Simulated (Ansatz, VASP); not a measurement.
**One calculation of BN, two programs**

INCAR

```
SYSTEM = BN
PREC = Accurate ; ENCUT = 520
EDIFF = 1E-6 ; ISMEAR = 0
SIGMA = 0.05 ; LREAL = .FALSE.
LASPH = .TRUE. ; NELM = 60
ALGO = Normal ; ISIF = 2
LWAVE = .FALSE. ; LCHARG = .FALSE.
GGA = PE ; IVDW = 12
NBANDS = 16
```

File KPOINTS:

```
Automatic mesh
0
G
  12 12 4
  0 0 0
```

Contents of POSCAR:

```
BN
1.0
    2.4061805817      0.0000000000      0.0000000000
   -1.2030902908      2.0838135098      0.0000000000
    0.0000000000      0.0000000000      7.1461945996
B N
2 2
Direct
    0.3333333333      0.6666666667      0.2500000000
    0.6666666667      0.3333333333      0.7500000000
    0.3333333333      0.6666666667      0.7500000000
    0.6666666667      0.3333333333      0.2500000000
```

Input for Ansatz:

```yaml
crystal:
  lattice:
    - [2.4061805817, 0.0, 0.0]
    - [-1.2030902908, 2.0838135098, 0.0]
    - [0.0, 0.0, 7.1461945996]
  atoms:
    - { symbol: B, position: [0.3333333333, 0.6666666667, 0.25] }
    - { symbol: B, position: [0.6666666667, 0.3333333333, 0.75] }
    - { symbol: "N", position: [0.3333333333, 0.6666666667, 0.75] }
    - { symbol: "N", position: [0.6666666667, 0.3333333333, 0.25] }
basis:
  ecutwfc: 420
kpoints:
  mp_grid: { grid: [12, 12, 4] }
hamiltonian:
  xc: pbe
  dispersion: d3bj
scf:
  occupations: { method: gaussian, width: 0.05 }
output:
  forces: true
  stress: true
  eigenvalues: true
  write_density: true
  write_potential: true
  elf: true
  volumetric_format: npy
```

Change from the starting cell: strain -0.040 along x and y, +0.080 along z, atoms carried along.

Alike in both runs: task single point; functional PBE; dispersion D3(BJ); k mesh 12 × 12 × 4; occupations gaussian, width 0.05 eV; no spin polarisation.

|  | VASP | Ansatz |
| --- | --- | --- |
| version | VASP 6.6.1 | Ansatz 0.2.0 |
| potentials or method | VASP PAW PBE potentials, release 64 (B, N), cutoff 520 eV | scalar-relativistic, plane waves, PAW |
| valence electrons in the cell | 16 | 16 |

VASP gave:

```
gap on the k mesh at the Fermi level (eV)                     : 4.59
least direct gap on the mesh (eV)                             : 4.96
pressure (GPa)                                                : 32.4
traceless stress, the component that is largest in VASP (GPa) : -34.34
```

Problem. Which values does Ansatz return?

Solution. gap on the k mesh at the Fermi level (eV): 4.60; least direct gap on the mesh (eV): 4.97; pressure (GPa): 32.4; traceless stress, the component that is largest in VASP (GPa): -34.10.

Both programs put the cell under a high pressure, so it lies far from rest at this level.
